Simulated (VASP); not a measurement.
# C (Fd-3m) in VASP: a series of runs, part 2 of 2

VASP 6.6.1. The steps go on from the part before.

**3. Single point, PBE**

This run uses another cell than the first one, of 5.70 Å³/atom.

INCAR

```
SYSTEM = C
  PREC = Accurate
  ENCUT = 600
  EDIFF = 1E-6
  ISMEAR = 0
  SIGMA = 0.02
  LREAL = .FALSE.
  LASPH = .TRUE.
  NELM = 120
  ALGO = Normal
  ISIF = 2
  LWAVE = .FALSE.
  LCHARG = .FALSE.
  GGA = PE
  NBANDS = 11
  GGA_COMPAT = .FALSE.
```

KPOINTS

```
regular mesh
0
G
  12 12 12
  0 0 0
```

POSCAR

```
C
1.0
    0.0000000000      1.7857953099      1.7857953099
    1.7857953099      0.0000000000      1.7857953099
    1.7857953099      1.7857953099      0.0000000000
C
2
Direct
    0.0000000000      0.0000000000      0.0000000000
    0.2500000000      0.2500000000      0.2500000000
```

Potentials or basis: VASP PAW PBE potentials, release 64 (C).

The run is started by

```
$ cat potpaw_PBE.64/C/POTCAR > POTCAR
$ mpirun -np 1 vasp_std > vasp.out
```

OUTCAR:

```text
SYSTEM = C
   PREC = Accurate
   ENCUT = 600
   EDIFF = 1E-6
   ISMEAR = 0
   LREAL = .FALSE.
   LASPH = .TRUE.
   NELM = 120
   ISIF = 2
   GGA = PE

 ion  position               nearest neighbor table
   1  0.000  0.000  0.000-   2 1.55   2 1.55   2 1.55   2 1.55
   2  0.250  0.250  0.250-   1 1.55   1 1.55   1 1.55   1 1.55

  LATTYP: Found a face centered cubic cell.
 ALAT       =     3.5715906198

  Lattice vectors:

 A1 = (   0.0000000000,   1.7857953099,   1.7857953099)
 A2 = (   1.7857953099,   0.0000000000,   1.7857953099)
 A3 = (   1.7857953099,   1.7857953099,   0.0000000000)

Analysis of symmetry for initial positions (statically):
=====================================================================
 Subroutine PRICEL returns:
 Original cell was already a primitive cell.

 Routine SETGRP: Setting up the symmetry group for a
 face centered cubic supercell.

 Subroutine GETGRP returns: Found 48 space group operations
 (whereof 24 operations were pure point group operations)
 out of a pool of 48 trial point group operations.

The static configuration has the point symmetry T_d .
 The point group associated with its full space group is O_h .

Analysis of symmetry for dynamics (positions and initial velocities):
=====================================================================
 Subroutine PRICEL returns:
 Original cell was already a primitive cell.

 Routine SETGRP: Setting up the symmetry group for a
 face centered cubic supercell.

 Subroutine GETGRP returns: Found 48 space group operations
 (whereof 24 operations were pure point group operations)
 out of a pool of 48 trial point group operations.

The dynamic configuration has the point symmetry T_d .
 The point group associated with its full space group is O_h .

 Subroutine INISYM returns: Found 48 space group operations
 (whereof 24 operations are pure point group operations),
 and found     1 'primitive' translations

----------------------------------------------------------------------------------------

                                     Primitive cell

  volume of cell :      11.3900

  direct lattice vectors                    reciprocal lattice vectors
     0.000000000  1.785795310  1.785795310    -0.279987296  0.279987296  0.279987296
     1.785795310  0.000000000  1.785795310     0.279987296 -0.279987296  0.279987296
     1.785795310  1.785795310  0.000000000     0.279987296  0.279987296 -0.279987296

  length of vectors
     2.525495947  2.525495947  2.525495947     0.484952222  0.484952222  0.484952222

  position of ions in fractional coordinates (direct lattice)
     0.000000000  0.000000000  0.000000000
     0.250000000  0.250000000  0.250000000

  ion indices of the primitive-cell ions
   primitive index   ion index
                 1           1
                 2           2

----------------------------------------------------------------------------------------

 KPOINTS: regular mesh

Automatic generation of k-mesh.
 Grid dimensions read from file:
[... 23 lines left out ...]
  0.083333  0.000000  0.000000      8.000000
  0.166667  0.000000  0.000000      8.000000
  0.250000  0.000000  0.000000      8.000000
  0.333333  0.000000  0.000000      8.000000
  0.416667  0.000000  0.000000      8.000000
[... 16 lines left out ...]
  0.500000  0.166667  0.000000     24.000000
 -0.416667  0.166667  0.000000     24.000000
 [... further k-points ...]
   k-points           NKPTS =     72   k-points in BZ     NKDIM =     72   number of bands    NBANDS=     11
   number of dos      NEDOS =    301   number of ions     NIONS =      2
   total plane-waves  NPLWV =   8000
   dimension x,y,z NGX =    20 NGY =   20 NGZ =   20
   dimension x,y,z NGXF=    40 NGYF=   40 NGZF=   40
   ions per type =               2
   NGX,Y,Z   is equivalent  to a cutoff of  13.17, 13.17, 13.17 a.u.
   NGXF,Y,Z  is equivalent  to a cutoff of  26.33, 26.33, 26.33 a.u.
 SYSTEM =  C
   PREC   = accura    normal or accurate (medium, high low for compatibility)
   ISTART =      0    job   : 0-new  1-cont  2-samecut
   ICHARG =      2    charge: 1-file 2-atom 10-const
   ISPIN  =      1    spin polarized calculation?
   LNONCOLLINEAR =      F non collinear calculations
   LSORBIT =      F    spin-orbit coupling
   LASPH  =      T    aspherical Exc in radial PAW
   ENCUT  =  600.0 eV  44.10 Ry    6.64 a.u.   5.04  5.04  5.04*2*pi/ulx,y,z
   NELM   =    120;   NELMIN=  2; NELMDL= -5     # of ELM steps
   EDIFF  = 0.1E-05   stopping-criterion for ELM
   LREAL  =      F    real-space projection
   EDIFFG = 0.1E-04   stopping-criterion for IOM
   NSW    =      0    number of steps for IOM
   IBRION =     -1    ionic relax: 0-MD 1-quasi-New 2-CG
   NFREE  =      0    steps in history (QN), initial steepest desc. (CG)
   ISIF   =      2    stress and relaxation
   ISYM   =      2    0-nonsym 1-usesym 2-fastsym
   POTIM  = 0.5000    time-step for ionic-motion
   TEBEG  =    0.0;   TEEND  =   0.0 temperature during run
   PSTRESS=    0.0 pullay stress
   NELECT =       8.0000    total number of electrons
   NUPDOWN=      -1.0000    fix difference up-down
   EMIN   =  10.00;   EMAX   =-10.00  energy-range for DOS
   EFERMI =   0.00;   METHOD = LEGACY
   ISMEAR =     0;   SIGMA  =   0.02  broadening in eV -4-tet -1-fermi 0-gaus
   EFERMI_NEDOS =   21; number of points for ismear=-14 and -15
   IALGO  =     38    algorithm
   IMIX   =      4    mixing-type and parameters
     AMIX     =   0.40;   BMIX     =  1.00
     AMIX_MAG =   1.60;   BMIX_MAG =  1.00
  volume/ion in A,a.u.               =       5.70        38.43
  Fermi-wavevector in a.u.,A,eV,Ry     =   1.455224  2.749974 28.812739  2.117677
  Thomas-Fermi vector in A             =   2.572283
   LORBIT       =      0    0 simple, 1 ext, 2 COOP (PROOUT), +10 PAW based schemes
   GGA     = PE    functional components
   LHFCALC =     F    Hartree Fock is set to
   AEXX    =    0.0000 exact exchange contribution
   IVDW    =     0    specifies the selected vdW correction
   LEPSILON=     F    determine dielectric tensor
   LRPA    =     F    only Hartree local field effects (RPA)
 non-spin polarized calculation
 Gauss-broadening in eV      SIGMA  =   0.02
  energy-cutoff  :      600.00
  volume of cell :       11.39
 maximum number of plane-waves:       392
   NGX =  9   NGY =  9   NGZ =  9

 number of electron       7.9999999 magnetization

 Free energy of the ion-electron system (eV)
  ---------------------------------------------------
  ext. energy  EPLUGINS =         0.00000000
  ---------------------------------------------------
  free energy    TOTEN  =       -18.19049244 eV

  energy without entropy =      -18.19049244  energy(sigma->0) =      -18.19049244

 E-fermi :   9.7728     XC(G=0): -13.2303

 val. band max:        9.6696204405   @ k =   0.0000   0.0000   0.0000
 cond. band min:      13.8138461948   @ k =   0.3333   0.3333   0.0000
 fundamental gap:      4.1442257543
 Fermi energy:         9.7728254173

 k-point     1 :       0.0000    0.0000    0.0000
  band No.  band energies     occupation
      1     -11.7521      2.00000
      2       9.6696      2.00000
      3       9.6696      2.00000
      4       9.6696      2.00000
      5      15.2486      0.00000
      6      15.2486      0.00000
      7      15.2486      0.00000
      8      22.9076      0.00000
      9      28.9126      0.00000
     10      36.1611      0.00000
     11      36.1611      0.00000
[... 309 lines left out ...]
 k-point    24 :      -0.4167    0.1667    0.0000
  band No.  band energies     occupation
      1      -5.5929      2.00000
      2      -2.8187      2.00000
      3       4.2127      2.00000
      4       6.0960      2.00000
      5      17.1885      0.00000
      6      19.8733      0.00000
      7      20.8215      0.00000
      8      25.0588      0.00000
      9      29.0677      0.00000
     10      33.8106      0.00000
     11      34.1586      0.00000

 [... further k-points ...]

------------------------ aborting loop because EDIFF is reached ----------------------------------------

  FORCE on cell =-STRESS in cart. coord.  units (eV):
  Direction    XX          YY          ZZ          XY          YZ          ZX
  --------------------------------------------------------------------------------------
  -------------------------------------------------------------------------------------
  Total       -0.0006900     -0.0006900     -0.0006900      0.0000000      0.0000000     -0.0000000
  in kB       -0.0970655     -0.0970655     -0.0970655      0.0000000      0.0000000     -0.0000000
  external PRESSURE =      -0.0970655 kB  Pullay stress =       0.0000000 kB

 VOLUME and BASIS-vectors are now :
 -----------------------------------------------------------------------------
  energy-cutoff  :      600.00
  volume of cell :       11.39
      direct lattice vectors                 reciprocal lattice vectors
     0.000000000  1.785795310  1.785795310    -0.279987296  0.279987296  0.279987296
     1.785795310  0.000000000  1.785795310     0.279987296 -0.279987296  0.279987296
     1.785795310  1.785795310  0.000000000     0.279987296  0.279987296 -0.279987296

 POSITION                                       TOTAL-FORCE (eV/Angst)
 -----------------------------------------------------------------------------------
      0.00000      0.00000      0.00000         0.000000      0.000000     -0.000000
      0.89290      0.89290      0.89290        -0.000000     -0.000000      0.000000
 -----------------------------------------------------------------------------------
    total drift:                                0.000000      0.000000      0.000000

  FREE ENERGIE OF THE ION-ELECTRON SYSTEM (eV)
  ---------------------------------------------------
  free  energy   TOTEN  =       -18.1904924435 eV

  energy  without entropy=      -18.1904924435  energy(sigma->0) =      -18.19049244
```

Wall time 12 s (1 thread of Intel Xeon 8259CL, shared host); peak memory 0.12 GiB.

Results:

* Free energy: -18.1905 eV
* Pressure: 0.0 GPa
* Band gap on the k mesh: 4.14 eV (least direct gap 5.58 eV)
